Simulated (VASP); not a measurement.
A run of VASP 6.6.1 is set up as follows.

File INCAR:

```
ALGO     = Normal         # electronic algorithm
EDIFF    = 1E-6           # SCF threshold, eV
EDIFFG   = -0.04          # ionic threshold
ENCUT    = 600            # plane-wave cutoff, eV
GGA      = PE             # functional
IBRION   = 2              # ionic algorithm
ISIF     = 3              # what is computed and relaxed
ISMEAR   = 0              # smearing method
LASPH    = True           # aspherical terms in the spheres
LCHARG   = False          # write CHGCAR
LREAL    = False          # projectors in reciprocal space
LWAVE    = False          # write WAVECAR
NELM     = 60             # most SCF steps
NSW      = 90             # ionic steps
PREC     = Accurate       # precision mode
SIGMA    = 0.1            # smearing width, eV
```

Contents of KPOINTS:

```
k-points
0
Gamma
  6 6 4
```

POSCAR

```
Ti5C
1.0
    5.0693442700      0.0000000000      0.0000000000
   -2.5346721300      4.3901809200      0.0000000000
    0.0000000000      0.0000000000      4.5583503900
Ti C
5 1
Direct
    0.0000000000      0.3345335700      0.0000000000
    0.6654664300      0.6654664300      0.0000000000
    0.3345335700      0.0000000000      0.0000000000
    0.6666666700      0.3333333300      0.5000000000
    0.3333333300      0.6666666700      0.5000000000
    0.0000000000      0.0000000000      0.5000000000
```

Potentials or basis: VASP PAW PBE potentials, release 64 (Ti_sv, C).

Launch:

```sh
$ cat potpaw_PBE.64/Ti_sv/POTCAR potpaw_PBE.64/C/POTCAR > POTCAR
$ mpirun -np 1 vasp_std > vasp.out
```

(1) What does it give for the band gap on the k mesh?

(2) Estimate the space group after relaxing (to 0.1 Å).

(3) Predict the relaxed cell.

(4) What does it give for the relaxed volume?

## Answers

(1) zero (bands 32 and 33 overlap by 0.40 eV).

(2) P-62m (No. 189).

(3) a = 5.442 Å, b = 5.442 Å, c = 3.511 Å, α = 90.00°, β = 90.00°, γ = 120.00°.

(4) 15.01 Å³/atom.

Caveat: a cell axis changed by over 15 % at a fixed basis, so the end point is rough.
